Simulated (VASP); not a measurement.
MnF2:

```
Mn F
1.0
     4.87380    0.00000    0.00000
     0.00000    4.87380    0.00000
     0.00000    0.00000    3.31070
Mn F
2 4
Direct
  0.00000 0.00000 0.00000
  0.50000 0.50000 0.50000
  0.30530 0.30530 0.00000
  0.19470 0.80530 0.50000
  0.69470 0.69470 0.00000
  0.80530 0.19470 0.50000
```

Base run:

| Quantity | Value |
| --- | --- |
| Program | VASP 6.6.1 |
| Functional | PBEsol |
| Potentials or basis | VASP PAW PBE potentials, release 64 (Mn_pv, F) |
| Cutoff | 520 eV |
| k mesh | 5 × 5 × 7 |
| Occupations | fermi-dirac, width 0.15 eV |
| Spin | collinear spin, antiferromagnetic start |
| Starting moments | [5.2, -5.2, 0.0, 0.0, 0.0, 0.0] μB |
| Hubbard terms | Mn d U = 4.5 eV |

Its results: band gap on the k mesh 3.55 eV (least direct gap 3.58 eV); pressure 0.3 GPa; net moment 0.00 μB per cell; site moments Mn +4.68, -4.68; F -0.02, +0.02 (each value once) μB; largest force 0.026 eV/Å.

Q: The run is repeated on the same cell with these changes: hubbard terms from Mn d U = 4.5 eV to Mn d U = 3.0 eV. What comes out?

A: Band gap on the k mesh 3.08 eV (least direct gap 3.12 eV); pressure -0.2 GPa; net moment 0.00 μB per cell; site moments Mn +4.64, -4.64; F -0.02, +0.02 (each value once) μB; largest force 0.032 eV/Å.

Caveats: the PAW data sets were made with another functional, which shifts forces and pressure a little; an odd mesh through Γ misses points on the zone boundary, where band edges can lie.
